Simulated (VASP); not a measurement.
# BaRe (Pm-3m) in VASP: notebook

Aim: see how the results for BaRe move with the level of theory and the settings. Levels: PBE, r2SCAN. Tasks: single point.

Everything below comes from runs of VASP 6.6.1. Logs are shortened: lines on timing, memory, paths and dates and some standing lists are left out, and cuts for length are marked.

**1. The cell of the first run**

Symmetry: Pm-3m, No. 221, cubic system. The conventional cell has a = 3.723 Å, b = 3.723 Å, c = 3.723 Å, α = 90.00°, β = 90.00°, γ = 90.00°. Within 4.2 Å of Ba (site symmetry m-3m) lie 8 Re at 3.22 Å and 6 Ba at 3.72 Å. Within 4.2 Å of Re (site symmetry m-3m) lie 8 Ba at 3.22 Å and 6 Re at 3.72 Å.

**2. Single point, PBE, non-collinear spin, zero start, spin-orbit coupling**

File INCAR:

```
SYSTEM = BaRe
  ALGO = Normal
  EDIFF = 1E-6
  ENCUT = 560
  GGA = PE
  GGA_COMPAT = .FALSE.
  ISIF = 2
  ISMEAR = 0
  LASPH = .TRUE.
  LCHARG = .TRUE.
  LMAXMIX = 4
  LNONCOLLINEAR = .TRUE.
  LORBIT = 11
  LORBMOM = .TRUE.
  LREAL = .FALSE.
  LSORBIT = .TRUE.
  LVHAR = .TRUE.
  LWAVE = .FALSE.
  MAGMOM = 0 0 0 0 0 0
  NBANDS = 37
  NELM = 200
  PREC = Accurate
  SIGMA = 0.05
```

File KPOINTS:

```
k-points
0
G
  8 8 8
  0 0 0
```

File POSCAR:

```
BaRe
1.0
    3.7233438108      0.0000000000      0.0000000000
    0.0000000000      3.7233438108      0.0000000000
    0.0000000000      0.0000000000      3.7233438108
Ba Re
1 1
Direct
    0.0000000000      0.0000000000      0.0000000000
    0.5000000000      0.5000000000      0.5000000000
```

Potentials or basis: VASP PAW PBE potentials, release 64 (Ba_sv, Re_sv_GW).

The run is started by

```sh
$ cat potpaw_PBE.64/Ba_sv/POTCAR potpaw_PBE.64/Re_sv_GW/POTCAR > POTCAR
$ mpirun -np 1 vasp_ncl > vasp.out
```

OUTCAR:

```text
SYSTEM = BaRe
   EDIFF = 1E-6
   ENCUT = 560
   GGA = PE
   ISIF = 2
   ISMEAR = 0
   LASPH = .TRUE.
   LNONCOLLINEAR = .TRUE.
   LORBIT = 11
   LREAL = .FALSE.
   LSORBIT = .TRUE.
   NELM = 200
   PREC = Accurate

 ion  position               nearest neighbor table
   1  0.000  0.000  0.000-   2 3.22   2 3.22   2 3.22   2 3.22   2 3.22   2 3.22   2 3.22   2 3.22

   2  0.500  0.500  0.500-   1 3.22   1 3.22   1 3.22   1 3.22   1 3.22   1 3.22   1 3.22   1 3.22

  LATTYP: Found a simple cubic cell.
 ALAT       =     3.7233438108

  Lattice vectors:

 A1 = (   3.7233438108,   0.0000000000,   0.0000000000)
 A2 = (   0.0000000000,   3.7233438108,   0.0000000000)
 A3 = (   0.0000000000,   0.0000000000,   3.7233438108)

Analysis of symmetry for initial positions (statically):
=====================================================================
 Subroutine PRICEL returns:
 Original cell was already a primitive cell.

 Routine SETGRP: Setting up the symmetry group for a
 simple cubic supercell.

 Subroutine GETGRP returns: Found 48 space group operations
 (whereof 48 operations were pure point group operations)
 out of a pool of 48 trial point group operations.

The static configuration has the point symmetry O_h .

Analysis of symmetry for dynamics (positions and initial velocities):
=====================================================================
 Subroutine PRICEL returns:
 Original cell was already a primitive cell.

 Routine SETGRP: Setting up the symmetry group for a
 simple cubic supercell.

 Subroutine GETGRP returns: Found 48 space group operations
 (whereof 48 operations were pure point group operations)
 out of a pool of 48 trial point group operations.

The dynamic configuration has the point symmetry O_h .

Analysis of structural, dynamic, and magnetic symmetry:
=====================================================================
 Subroutine PRICEL returns:
 Original cell was already a primitive cell.

 Routine SETGRP: Setting up the symmetry group for a
 simple cubic supercell.

 Subroutine GETGRP returns: Found 48 space group operations
 (whereof 48 operations were pure point group operations)
 out of a pool of 48 trial point group operations.

The overall configuration has the point symmetry O_h .

 Subroutine INISYM returns: Found 48 space group operations
 (whereof 48 operations are pure point group operations),
 and found     1 'primitive' translations

----------------------------------------------------------------------------------------

                                     Primitive cell

  volume of cell :      51.6178

  direct lattice vectors                    reciprocal lattice vectors
     3.723343811  0.000000000  0.000000000     0.268575789  0.000000000  0.000000000
     0.000000000  3.723343811  0.000000000     0.000000000  0.268575789  0.000000000
     0.000000000  0.000000000  3.723343811     0.000000000  0.000000000  0.268575789

  length of vectors
     3.723343811  3.723343811  3.723343811     0.268575789  0.268575789  0.268575789

  position of ions in fractional coordinates (direct lattice)
     0.000000000  0.000000000  0.000000000
     0.500000000  0.500000000  0.500000000

  ion indices of the primitive-cell ions
   primitive index   ion index
                 1           1
                 2           2

[... 112 lines left out ...]

 number of electron      25.0000004 magnetization      -0.0000000      0.0000000      0.0000000

 number of electron      25.0000004 magnetization       0.0000000      0.0000000      0.0000000

 Free energy of the ion-electron system (eV)
  ---------------------------------------------------
  ext. energy  EPLUGINS =         0.00000000
  ---------------------------------------------------
  free energy    TOTEN  =       -13.94358845 eV

  energy without entropy =      -13.93751289  energy(sigma->0) =      -13.94055067

 E-fermi :   5.4011     XC(G=0): -10.9208

 val. band max:        5.3974460734   @ k =   0.5000   0.5000   0.5000
 cond. band min:       5.4173952615   @ k =   0.5000   0.2500   0.1250
 fundamental gap:      0.0199491881
 Fermi energy:         5.4010526284

 k-point     1 :       0.0000    0.0000    0.0000
  band No.  band energies     occupation
      1     -73.7701      1.00000
      2     -73.7701      1.00000
      3     -42.4947      1.00000
      4     -42.4947      1.00000
      5     -32.5868      1.00000
      6     -32.5868      1.00000
[... 949 lines left out ...]
     36      12.9230      0.00000
     37      13.3411      0.00000

 [... further k-points ...]

------------------------ aborting loop because EDIFF is reached ----------------------------------------

  FORCE on cell =-STRESS in cart. coord.  units (eV):
  Direction    XX          YY          ZZ          XY          YZ          ZX
  --------------------------------------------------------------------------------------
  -------------------------------------------------------------------------------------
  Total        0.7629291      0.7629291      0.7629291      0.0000000      0.0000000      0.0000000
  in kB       23.6807442     23.6807442     23.6807442      0.0000000      0.0000000      0.0000000
  external PRESSURE =      23.6807442 kB  Pullay stress =       0.0000000 kB

 VOLUME and BASIS-vectors are now :
 -----------------------------------------------------------------------------
  energy-cutoff  :      560.00
  volume of cell :       51.62
      direct lattice vectors                 reciprocal lattice vectors
     3.723343811  0.000000000  0.000000000     0.268575789  0.000000000  0.000000000
     0.000000000  3.723343811  0.000000000     0.000000000  0.268575789  0.000000000
     0.000000000  0.000000000  3.723343811     0.000000000  0.000000000  0.268575789

 POSITION                                       TOTAL-FORCE (eV/Angst)
 -----------------------------------------------------------------------------------
      0.00000      0.00000      0.00000         0.000000      0.000000      0.000000
      1.86167      1.86167      1.86167         0.000000      0.000000      0.000000
 -----------------------------------------------------------------------------------
    total drift:                                0.000000      0.000000      0.000000

  FREE ENERGIE OF THE ION-ELECTRON SYSTEM (eV)
  ---------------------------------------------------
  free  energy   TOTEN  =       -13.9435884456 eV

  energy  without entropy=      -13.9375128859  energy(sigma->0) =      -13.94055067

 orbital moment (x)

 # of ion     p       d       f       tot
 ------------------------------------------------
  1        -0.000   0.000   0.000   0.000
  2        -0.000  -0.000  -0.000  -0.000
 ------------------------------------------------
           -0.000  -0.000  -0.000  -0.000

 orbital moment (y)

 # of ion     p       d       f       tot
 ------------------------------------------------
  1        -0.000   0.000   0.000   0.000
  2        -0.000   0.000   0.000   0.000
 ------------------------------------------------
           -0.000   0.000   0.000   0.000

 orbital moment (z)

 # of ion     p       d       f       tot
 ------------------------------------------------
  1         0.000   0.000   0.000   0.000
  2         0.000   0.000   0.000   0.000
 ------------------------------------------------
            0.000   0.000   0.000   0.000

 Spin-Orbit-Coupling matrix elements

 Ion:    1  E_soc:     -0.4344716
 l=   1
     0.0000000    -0.0714236    -0.0714236
    -0.0714236     0.0000000    -0.0714236
    -0.0714236    -0.0714236     0.0000000
 l=   2
     0.0000000    -0.0004593     0.0000000    -0.0004593    -0.0005291
    -0.0004593     0.0000000    -0.0003968    -0.0004593    -0.0001323
     0.0000000    -0.0003968     0.0000000    -0.0003968     0.0000000
    -0.0004593    -0.0004593    -0.0003968     0.0000000    -0.0001323
    -0.0005291    -0.0001323     0.0000000    -0.0001323     0.0000000
 l=   3
     0.0000000     0.0000000     0.0000000     0.0000000     0.0000000     0.0000000     0.0000000
     0.0000000     0.0000000     0.0000000     0.0000000     0.0000000     0.0000000     0.0000000
     0.0000000     0.0000000     0.0000000     0.0000000     0.0000000     0.0000000     0.0000000
     0.0000000     0.0000000     0.0000000     0.0000000     0.0000000     0.0000000     0.0000000
     0.0000000     0.0000000     0.0000000     0.0000000     0.0000000     0.0000000     0.0000000
     0.0000000     0.0000000     0.0000000     0.0000000     0.0000000     0.0000000     0.0000000
     0.0000000     0.0000000     0.0000000     0.0000000     0.0000000     0.0000000     0.0000000

 Ion:    2  E_soc:     -3.8906868
 l=   1
     0.0000000    -0.5327172    -0.5327172
    -0.5327172     0.0000000    -0.5327172
    -0.5327172    -0.5327172     0.0000000
 l=   2
     0.0000000    -0.0375337     0.0000000    -0.0375337    -0.0781925
    -0.0375337     0.0000000    -0.0586444    -0.0375337    -0.0195481
     0.0000000    -0.0586444     0.0000000    -0.0586444     0.0000000
    -0.0375337    -0.0375337    -0.0586444     0.0000000    -0.0195481
    -0.0781925    -0.0195481     0.0000000    -0.0195481     0.0000000
 l=   3
     0.0000000    -0.0000010     0.0000000     0.0000000     0.0000000    -0.0000004    -0.0000014
    -0.0000010     0.0000000    -0.0000017     0.0000000    -0.0000017    -0.0000027    -0.0000010
     0.0000000    -0.0000017     0.0000000    -0.0000012    -0.0000002    -0.0000001     0.0000000
     0.0000000     0.0000000    -0.0000012     0.0000000    -0.0000012     0.0000000     0.0000000
     0.0000000    -0.0000017    -0.0000002    -0.0000012     0.0000000    -0.0000001     0.0000000
    -0.0000004    -0.0000027    -0.0000001     0.0000000    -0.0000001     0.0000000    -0.0000004
    -0.0000014    -0.0000010     0.0000000     0.0000000     0.0000000    -0.0000004     0.0000000

 total charge

# of ion       s       p       d       f       tot
--------------------------------------------------
    1        2.069   5.474   0.709   0.000   8.252
    2        3.638   5.960   4.193   0.007  13.797
--------------------------------------------------
tot          5.706  11.434   4.902   0.007  22.049

 magnetization (x)

# of ion       s       p       d       f       tot
--------------------------------------------------
    1       -0.000  -0.000  -0.000   0.000  -0.000
    2       -0.000  -0.000   0.000   0.000  -0.000
--------------------------------------------------
tot         -0.000  -0.000  -0.000   0.000  -0.000

 magnetization (y)

# of ion       s       p       d       f       tot
--------------------------------------------------
    1        0.000  -0.000  -0.000   0.000  -0.000
    2       -0.000  -0.000   0.000   0.000   0.000
--------------------------------------------------
tot         -0.000  -0.000  -0.000   0.000  -0.000

 magnetization (z)

# of ion       s       p       d       f       tot
--------------------------------------------------
    1        0.000   0.000  -0.000   0.000  -0.000
    2        0.000  -0.000  -0.000   0.000  -0.000
--------------------------------------------------
tot          0.000  -0.000  -0.000   0.000  -0.000
```

Wall time 2.2 min (1 thread of AMD EPYC 7R13 (Zen 3), shared host); peak memory 0.33 GiB.

What came out:

```yaml
Free_energy: -13.9436 eV
Pressure: 2.4 GPa
Net_moment: 0.00 μB per cell
Valence_electrons_inside_the_program's_atomic_spheres: Ba 8.25; Re 13.80
```

Moments on the atoms (μB; x, y, z):
```
Ba  0.00 0.00 0.00
Re  0.00 0.00 0.00
```

(Part 1 of 2 ends here.)
